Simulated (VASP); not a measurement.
Set up this calculation in VASP 6.6.1, as the native input.

```
Task                   : relaxation of cell and atoms
Functional             : LDA
Potentials or basis    : VASP PAW LDA potentials, release 64 (Ti_sv, O)
Cutoff                 : 600 eV
k mesh                 : 8 × 8 × 8
Occupations            : fermi-dirac, width 0.05 eV
Spin                   : no spin polarisation
Dipole correction      : no
Further INCAR settings : ALGO = Normal; EDIFF = 1e-06; IBRION = 2; EDIFFG = -0.01; NSW = 80; ISIF = 3
```

The structure of TiO2 (Anatase) lies in POSCAR:

```
TiO2
1.0
   -1.8921000000      1.8921000000      4.7573000000
    1.8921000000     -1.8921000000      4.7573000000
    1.8921000000      1.8921000000     -4.7573000000
Ti O
2 4
Direct
    0.7500000000      0.2500000000      0.5000000000
    0.0000000000      0.0000000000      0.0000000000
    0.7919000000      0.7919000000      0.0000000000
    0.5419000000      0.0419000000      0.5000000000
    0.9581000000      0.4581000000      0.5000000000
    0.2081000000      0.2081000000      0.0000000000
```

The input as run:

INCAR

```
SYSTEM = TiO2
  PREC = Accurate
  ENCUT = 600
  EDIFF = 1E-6
  ISMEAR = -1
  SIGMA = 0.05
  LREAL = .False.
  LASPH = .True.
  NELM = 100
  ALGO = Normal
  ISIF = 3
  LWAVE = .False.
  LCHARG = .False.
  IBRION = 2
  NSW = 80
  EDIFFG = -0.01
```

KPOINTS

```
regular mesh
0
Gamma
  8 8 8
  0 0 0
```

Potentials or basis: VASP PAW LDA potentials, release 64 (Ti_sv, O).

Run with:

```bash
$ cat potpaw_LDA.64/Ti_sv/POTCAR potpaw_LDA.64/O/POTCAR > POTCAR
$ mpirun -np 1 vasp_std > vasp.out
```

Results of the run:

The relaxed volume is 11.05 Å³/atom and the relaxed cell is a = 5.420 Å, b = 5.420 Å, c = 5.420 Å, α = 139.57°, β = 139.57°, γ = 58.50°. The space group after relaxing (to 0.05 Å) is I4_1/amd (No. 141) and the energy gained by relaxing is 5.6 meV/atom. The ionic steps are 6. The pressure after relaxing is 0.1 GPa and the largest force after relaxing is 0.003 eV/Å. The band gap on the k mesh is 2.09 eV, indirect (least direct gap 2.41 eV).

Run time: 8.2 min on 1 thread of Intel(R) Xeon(R) 6975P-C (Granite Rapids), with other jobs on the host, peak memory 0.34 GiB.
